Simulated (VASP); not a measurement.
# Al3Cu2 (P-3m1) in VASP: a series of runs

Runs on Al3Cu2. Level: PBEsol. Tasks: single point.

Program: VASP 6.6.1. These are calculated values, not measurements. Logs are shortened: lines on timing, memory, paths and dates and some standing lists are left out, and cuts for length are marked.

### 1 The cell of the first run

Symmetry: P-3m1, No. 164, trigonal system. Conventional cell: a = 4.099 Å, b = 4.099 Å, c = 4.982 Å, α = 90.00°, β = 90.00°, γ = 120.00°. Al (site symmetry -3m) has 6 Cu at 2.49 Å and 6 Al at 2.94 Å within 3.3 Å. Al (site symmetry 3m) has 5 Cu at 2.45 to 2.56 Å and 6 Al at 2.79 to 2.94 Å within 3.2 Å. Within 3.2 Å of Cu (site symmetry 3m) lie 8 Al at 2.45 to 2.56 Å and 3 Cu at 2.84 Å.

### 2 Single point, PBEsol

INCAR

```
SYSTEM = Al3Cu2
  PREC = Accurate
  ENCUT = 520
  EDIFF = 1E-7
  ISMEAR = 0
  SIGMA = 0.15
  LREAL = .FALSE.
  LASPH = .TRUE.
  NELM = 80
  ALGO = Fast
  ISIF = 2
  LWAVE = .FALSE.
  LCHARG = .FALSE.
  GGA = PS
  NBANDS = 24
```

KPOINTS

```
Automatic mesh
0
G
  12 12 10
  0 0 0
```

POSCAR

```
Al3Cu2
1.0
    4.0985855951      0.0000000000      0.0000000000
   -2.0492927975      3.5494792449      0.0000000000
    0.0000000000      0.0000000000      4.9821008669
Al Cu
3 2
Direct
    0.0000000000      0.0000000000      0.0000000000
    0.3333333333      0.6666666667      0.3515059889
    0.6666666667      0.3333333333      0.6484940111
    0.3333333333      0.6666666667      0.8422899951
    0.6666666667      0.3333333333      0.1577100049
```

Potentials or basis: VASP PAW PBE potentials, release 64 (Al, Cu).

Command:

```bash
> cat potpaw_PBE.64/Al/POTCAR potpaw_PBE.64/Cu/POTCAR > POTCAR
> mpirun -np 1 vasp_std > vasp.out
```

OUTCAR:

```text
SYSTEM = Al3Cu2
   PREC = Accurate
   ENCUT = 520
   EDIFF = 1E-7
   ISMEAR = 0
   LREAL = .FALSE.
   LASPH = .TRUE.
   NELM = 80
   ISIF = 2
   GGA = PS

 ion  position               nearest neighbor table
   1  0.000  0.000  0.000-   4 2.49   5 2.49   4 2.49   5 2.49   5 2.49   4 2.49   2 2.94   3 2.94
                             2 2.94   3 2.94   2 2.94   3 2.94
   2  0.333  0.667  0.352-   4 2.45   4 2.54   5 2.56   5 2.56   5 2.56   3 2.79   3 2.79   3 2.79
                             1 2.94   1 2.94   1 2.94
   3  0.667  0.333  0.648-   5 2.45   5 2.54   4 2.56   4 2.56   4 2.56   2 2.79   2 2.79   2 2.79
                             1 2.94   1 2.94   1 2.94
   4  0.333  0.667  0.842-   2 2.45   1 2.49   1 2.49   1 2.49   2 2.54   3 2.56   3 2.56   3 2.56

   5  0.667  0.333  0.158-   3 2.45   1 2.49   1 2.49   1 2.49   3 2.54   2 2.56   2 2.56   2 2.56

  LATTYP: Found a hexagonal cell.
 ALAT       =     4.0985855951
 C/A-ratio  =     1.2155658949

  Lattice vectors:

 A1 = (   4.0985855951,   0.0000000000,   0.0000000000)
 A2 = (  -2.0492927975,   3.5494792449,   0.0000000000)
 A3 = (   0.0000000000,   0.0000000000,   4.9821008669)

Analysis of symmetry for initial positions (statically):
=====================================================================
 Subroutine PRICEL returns:
 Original cell was already a primitive cell.

 Routine SETGRP: Setting up the symmetry group for a
 hexagonal supercell.

 Subroutine GETGRP returns: Found 12 space group operations
 (whereof 12 operations were pure point group operations)
 out of a pool of 24 trial point group operations.

The static configuration has the point symmetry D_3d.

Analysis of symmetry for dynamics (positions and initial velocities):
=====================================================================
 Subroutine PRICEL returns:
 Original cell was already a primitive cell.

 Routine SETGRP: Setting up the symmetry group for a
 hexagonal supercell.

 Subroutine GETGRP returns: Found 12 space group operations
 (whereof 12 operations were pure point group operations)
 out of a pool of 24 trial point group operations.

The dynamic configuration has the point symmetry D_3d.

 Subroutine INISYM returns: Found 12 space group operations
 (whereof 12 operations are pure point group operations),
 and found     1 'primitive' translations

----------------------------------------------------------------------------------------

                                     Primitive cell

  volume of cell :      72.4788

  direct lattice vectors                    reciprocal lattice vectors
     4.098585595  0.000000000  0.000000000     0.243986609  0.140865734  0.000000000
    -2.049292798  3.549479245  0.000000000     0.000000000  0.281731468  0.000000000
     0.000000000  0.000000000  4.982100867     0.000000000  0.000000000  0.200718538

  length of vectors
     4.098585595  4.098585595  4.982100867     0.281731468  0.281731468  0.200718538

  position of ions in fractional coordinates (direct lattice)
     0.000000000  0.000000000  0.000000000
     0.333333333  0.666666667  0.351505989
     0.666666667  0.333333333  0.648494011
     0.333333333  0.666666667  0.842289995
     0.666666667  0.333333333  0.157710005

  ion indices of the primitive-cell ions
   primitive index   ion index
                 1           1
                 2           2
                 3           3
                 4           4
                 5           5

----------------------------------------------------------------------------------------

 KPOINTS: Automatic mesh

Automatic generation of k-mesh.
 Grid dimensions read from file:
 generate k-points for:   12   12   10

 Generating k-lattice:

  Cartesian coordinates                     Fractional coordinates (reciprocal lattice)
     0.020332217  0.011738811  0.000000000     0.083333333  0.000000000  0.000000000
     0.000000000  0.023477622  0.000000000     0.000000000  0.083333333  0.000000000
     0.000000000  0.000000000  0.020071854     0.000000000  0.000000000  0.100000000

  Length of vectors
     0.023477622  0.023477622  0.020071854

  Shift w.r.t. Gamma in fractional coordinates (k-lattice)
     0.000000000  0.000000000  0.000000000

 Subroutine IBZKPT returns following result:
 ===========================================

 Found    162 irreducible k-points:

 Following reciprocal coordinates:
            Coordinates               Weight
  0.000000  0.000000  0.000000      1.000000
  0.083333  0.000000  0.000000      6.000000
  0.166667  0.000000  0.000000      6.000000
  0.250000  0.000000  0.000000      6.000000
  0.333333  0.000000  0.000000      6.000000
  0.416667  0.000000  0.000000      6.000000
[... 16 lines left out ...]
  0.166667  0.000000  0.100000      6.000000
  0.000000  0.166667  0.100000      6.000000
 [... further k-points ...]
   k-points           NKPTS =    162   k-points in BZ     NKDIM =    162   number of bands    NBANDS=     24
   number of dos      NEDOS =    301   number of ions     NIONS =      5
   total plane-waves  NPLWV =  36000
   dimension x,y,z NGX =    30 NGY =   30 NGZ =   40
   dimension x,y,z NGXF=    60 NGYF=   60 NGZF=   80
   ions per type =               3   2
   NGX,Y,Z   is equivalent  to a cutoff of  12.17, 12.17, 13.35 a.u.
   NGXF,Y,Z  is equivalent  to a cutoff of  24.34, 24.34, 26.69 a.u.
 SYSTEM =  Al3Cu2
   PREC   = accura    normal or accurate (medium, high low for compatibility)
   ISTART =      0    job   : 0-new  1-cont  2-samecut
   ICHARG =      2    charge: 1-file 2-atom 10-const
   ISPIN  =      1    spin polarized calculation?
   LNONCOLLINEAR =      F non collinear calculations
   LSORBIT =      F    spin-orbit coupling
   LASPH  =      T    aspherical Exc in radial PAW
   ENCUT  =  520.0 eV  38.22 Ry    6.18 a.u.   7.62  7.62  9.26*2*pi/ulx,y,z
   NELM   =     80;   NELMIN=  2; NELMDL= -5     # of ELM steps
   EDIFF  = 0.1E-06   stopping-criterion for ELM
   LREAL  =      F    real-space projection
   EDIFFG = 0.1E-05   stopping-criterion for IOM
   NSW    =      0    number of steps for IOM
   IBRION =     -1    ionic relax: 0-MD 1-quasi-New 2-CG
   NFREE  =      0    steps in history (QN), initial steepest desc. (CG)
   ISIF   =      2    stress and relaxation
   ISYM   =      2    0-nonsym 1-usesym 2-fastsym
   POTIM  = 0.5000    time-step for ionic-motion
   TEBEG  =    0.0;   TEEND  =   0.0 temperature during run
   PSTRESS=    0.0 pullay stress
   NELECT =      31.0000    total number of electrons
   NUPDOWN=      -1.0000    fix difference up-down
   EMIN   =  10.00;   EMAX   =-10.00  energy-range for DOS
   EFERMI =   0.00;   METHOD = LEGACY
   ISMEAR =     0;   SIGMA  =   0.15  broadening in eV -4-tet -1-fermi 0-gaus
   EFERMI_NEDOS =   21; number of points for ismear=-14 and -15
   IALGO  =     68    algorithm
   IMIX   =      4    mixing-type and parameters
     AMIX     =   0.40;   BMIX     =  1.00
     AMIX_MAG =   1.60;   BMIX_MAG =  1.00
  volume/ion in A,a.u.               =      14.50        97.82
  Fermi-wavevector in a.u.,A,eV,Ry     =   1.233460  2.330901 20.700218  1.521423
  Thomas-Fermi vector in A             =   2.368189
   LORBIT       =      0    0 simple, 1 ext, 2 COOP (PROOUT), +10 PAW based schemes
   GGA     = PS    functional components
   LHFCALC =     F    Hartree Fock is set to
   AEXX    =    0.0000 exact exchange contribution
   IVDW    =     0    specifies the selected vdW correction
   LEPSILON=     F    determine dielectric tensor
   LRPA    =     F    only Hartree local field effects (RPA)
 non-spin polarized calculation
 RMM-DIIS sequential band-by-band and
 Gauss-broadening in eV      SIGMA  =   0.15
  energy-cutoff  :      520.00
  volume of cell :       72.48
 maximum number of plane-waves:      1986
   NGX = 15   NGY = 15   NGZ = 19

 number of electron      30.9999980 magnetization

 Free energy of the ion-electron system (eV)
  ---------------------------------------------------
  ext. energy  EPLUGINS =         0.00000000
  ---------------------------------------------------
  free energy    TOTEN  =       -21.72272907 eV

  energy without entropy =      -21.70831480  energy(sigma->0) =      -21.71552193

 E-fermi :   8.2915     XC(G=0): -11.0672

 val. band max:        8.2810801154   @ k =   0.4167   0.0000   0.1000
 cond. band min:       8.3102335500   @ k =   0.0833   0.0833   0.4000
 fundamental gap:      0.0291534345
 Fermi energy:         8.2914671990

 k-point     1 :       0.0000    0.0000    0.0000
  band No.  band energies     occupation
      1      -2.9632      2.00000
      2       1.8770      2.00000
      3       2.3960      2.00000
      4       2.9375      2.00000
      5       2.9375      2.00000
      6       3.2941      2.00000
[... 16 lines left out ...]
     23      14.1120      0.00000
     24      14.1120      0.00000

 k-point     2 :       0.0833    0.0000    0.0000
  band No.  band energies     occupation
      1      -2.8808      2.00000
      2       1.9183      2.00000
      3       2.3893      2.00000
      4       2.9568      2.00000
      5       2.9630      2.00000
      6       3.2771      2.00000
[... 16 lines left out ...]
     23      13.8564      0.00000
     24      13.8643      0.00000

 k-point     3 :       0.1667    0.0000    0.0000
  band No.  band energies     occupation
      1      -2.6346      2.00000
      2       2.0257      2.00000
      3       2.3498      2.00000
      4       3.0018      2.00000
      5       3.0368      2.00000
      6       3.2313      2.00000
[... 16 lines left out ...]
     23      13.4786      0.00000
     24      13.8326      0.00000
[... 514 lines left out ...]
 k-point    23 :       0.1667    0.0000    0.1000
  band No.  band energies     occupation
      1      -2.5778      2.00000
      2       1.6809      2.00000
      3       2.4800      2.00000
      4       2.9446      2.00000
      5       3.0280      2.00000
      6       3.2697      2.00000
[... 16 lines left out ...]
     23      13.7775      0.00000
     24      14.2402      0.00000

 k-point    24 :       0.0000    0.1667    0.1000
  band No.  band energies     occupation
      1      -2.5775      2.00000
      2       1.6695      2.00000
      3       2.4636      2.00000
      4       3.0003      2.00000
      5       3.0268      2.00000
      6       3.2229      2.00000
[... 16 lines left out ...]
     23      13.8193      0.00000
     24      14.0216      0.00000

 [... further k-points ...]
[... 5 lines left out ...]
  --------------------------------------------------------------------------------------
  -------------------------------------------------------------------------------------
  Total        0.1433358      0.1433358      0.2791938      0.0000000      0.0000000      0.0000000
  in kB        3.1685034      3.1685034      6.1717053      0.0000000      0.0000000      0.0000000
  external PRESSURE =       4.1695707 kB  Pullay stress =       0.0000000 kB

 VOLUME and BASIS-vectors are now :
 -----------------------------------------------------------------------------
  energy-cutoff  :      520.00
  volume of cell :       72.48
      direct lattice vectors                 reciprocal lattice vectors
     4.098585595  0.000000000  0.000000000     0.243986609  0.140865734  0.000000000
    -2.049292798  3.549479245  0.000000000     0.000000000  0.281731468  0.000000000
     0.000000000  0.000000000  4.982100867     0.000000000  0.000000000  0.200718538

 POSITION                                       TOTAL-FORCE (eV/Angst)
 -----------------------------------------------------------------------------------
      0.00000      0.00000      0.00000         0.000000      0.000000      0.000000
     -0.00000      2.36632      1.75124         0.000000     -0.000000      0.000685
      2.04929      1.18316      3.23086        -0.000000      0.000000     -0.000685
     -0.00000      2.36632      4.19637         0.000000      0.000000      0.004212
      2.04929      1.18316      0.78573        -0.000000      0.000000     -0.004212
 -----------------------------------------------------------------------------------
    total drift:                               -0.000000      0.000000     -0.000000

  FREE ENERGIE OF THE ION-ELECTRON SYSTEM (eV)
  ---------------------------------------------------
  free  energy   TOTEN  =       -21.7227290655 eV

  energy  without entropy=      -21.7083147981  energy(sigma->0) =      -21.71552193
```

It took 9.1 min on 1 thread of Intel Xeon Platinum 8259CL at 2.50GHz (Skylake/Cascade Lake), shared host; peak memory 0.36 GiB.

What came out:

* Free energy: -21.7227 eV
* Pressure: 0.4 GPa
* Largest force: 0.004 eV/Å
* Band gap on the k mesh: zero (an odd number of electrons rules out a gap without spin polarisation)

Forces in eV/Å, atoms in the order of the input:
```
Al   0.000  0.000  0.000
Al   0.000  0.000  0.001
Al   0.000  0.000 -0.001
Cu   0.000  0.000  0.004
Cu   0.000  0.000 -0.004
```

Caveat: the PAW data sets were made with another functional, which shifts forces and pressure a little.

[end of part 1 of 2]
